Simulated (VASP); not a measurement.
Ta2N: single point with PBEsol

Crystal: Ta2N.

```
Ta N
1.0
     5.29657    0.00000    0.00000
    -2.64829    4.58697    0.00000
     0.00000    0.00000    4.93918
Ta N
6 3
Direct
  0.66636 0.66636 0.75362
  0.00000 0.33364 0.75362
  0.33364 0.00000 0.75362
  0.33364 0.33364 0.24638
  0.00000 0.66636 0.24638
  0.66636 0.00000 0.24638
  0.66667 0.33333 0.50000
  0.33333 0.66667 0.50000
  0.00000 0.00000 0.00000
```

| Item | Value |
| --- | --- |
| Program | VASP 6.6.1 |
| Task | single point |
| Functional | PBEsol |
| Potentials or basis | VASP PAW PBE potentials, release 64 (Ta_pv, N) |
| Cutoff | 520 eV |
| k mesh | 6 × 6 × 4 |
| Occupations | gaussian, width 0.4 eV |
| Spin | no spin polarisation |
| Dipole correction | no |
| Further INCAR settings | ALGO = Normal; EDIFF = 1e-06; NBANDS = 50 |

```json
{
  "Pressure": "-4.7 GPa",
  "Largest force": "0.128 eV/Å",
  "Band gap on the k mesh": "zero (an odd number of electrons rules out a gap without spin polarisation)"
}
```

Forces on the atoms (eV/Å):
```
Ta   0.017  0.029 -0.124
Ta   0.017 -0.029 -0.124
Ta  -0.033  0.000 -0.124
Ta  -0.017 -0.029  0.124
Ta  -0.017  0.029  0.124
Ta   0.033  0.000  0.124
N    0.000  0.000  0.000
N    0.000  0.000  0.000
N    0.000  0.000  0.000
```

Stress tensor (GPa, compression positive):
```
-4.77  0.00  0.00
 0.00 -4.77  0.00
 0.00  0.00 -4.51
```

Levels at points of the mesh, in eV from the Fermi level:
```csv
k point,band 39,band 40,band 41,band 42,band 43,band 44
"(0.00, 0.00, 0.00)",-0.44,-0.44,-0.30,-0.08,-0.08,0.73
"(0.50, 0.00, 0.00)",-1.36,0.42,0.62,0.98,1.02,1.84
"(0.00, 0.00, 0.50)",-1.35,-1.35,-0.90,0.69,0.69,0.89
"(0.50, 0.00, 0.50)",-1.17,-0.71,-0.06,0.18,0.20,0.67
```

Wall time 2.7 min on 1 thread of Intel Xeon 8259CL, with other jobs on the host, peak memory 0.3 GiB.

Caveat: the cell stands under tension; so wide a smearing shifts energies and pressures; the PAW data sets were made with another functional, which shifts forces and pressure a little; spin-orbit coupling is left out, which moves the levels of the heavy elements.
